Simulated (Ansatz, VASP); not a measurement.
## Cd in VASP and in Ansatz

```xyz
2
Lattice="2.9789 0.0000 0.0000 -1.4894 2.5798 0.0000 0.0000 0.0000 5.6177" Properties=species:S:1:pos:R:3 pbc="T T T"
Cd    0.0000    1.7199    1.4044
Cd    1.4894    0.8599    4.2132
```

Alike in both runs: task single point; functional LDA; k mesh 14 × 14 × 7; occupations fermi-dirac, width 0.05 eV; no spin polarisation.

|  | VASP | Ansatz |
| --- | --- | --- |
| version | VASP 6.6.1 | Ansatz 0.2.0 |
| potentials or method | VASP PAW LDA potentials, release 64 (Cd), cutoff 520 eV | all-electron LAPW, scalar-relativistic |

VASP gave:

- pressure (GPa): -3.8
- traceless stress, the component that is largest in VASP (GPa): 0.53

**Question.** Which values does Ansatz return?

**Answer.** Pressure (GPa): -4.3; traceless stress, the component that is largest in VASP (GPa): 0.76.

LDA's correlation is that of Perdew and Zunger in VASP and of Perdew and Wang (1992) in Ansatz. Ansatz ran all-electron here, and VASP with PAW potentials.
